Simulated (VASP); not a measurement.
Here is a VASP 6.6.1 calculation.

Contents of INCAR:

```
SYSTEM = SiC
PREC = Accurate
ENCUT = 600
EDIFF = 1E-6
ISMEAR = 0
SIGMA = 0.05
LREAL = .False.
LASPH = .True.
NELM = 120
ALGO = Normal
ISIF = 2
LWAVE = .False.
LCHARG = .True.
LELF = .True.
LVHAR = .True.
NBANDS = 11
GGA_COMPAT = .False.
```

The input KPOINTS:

```
Automatic mesh
0
Gamma
  6 6 6
  0 0 0
```

The input POSCAR:

```
SiC
1.0
    0.0000000000      2.1806866552      2.1806866552
    2.1806866552      0.0000000000      2.1806866552
    2.1806866552      2.1806866552      0.0000000000
Si C
1 1
Direct
    0.0000000000      0.0000000000      0.0000000000
    0.2500000000      0.2500000000      0.2500000000
```

Potentials or basis: VASP PAW LDA potentials, release 64 (Si, C).

The run is started by

```sh
$ cat potpaw_LDA.64/Si/POTCAR potpaw_LDA.64/C/POTCAR > POTCAR
$ mpirun -np 1 vasp_std > vasp.out
```

Question: What does it give for the band gap on the k mesh?

Answer: 1.30 eV, indirect (least direct gap 4.49 eV).

Question: What does it give for the pressure?

Answer: -4.6 GPa.

A k mesh can miss the band edges. A hybrid or GW would open this gap; LDA tends to underestimate it.
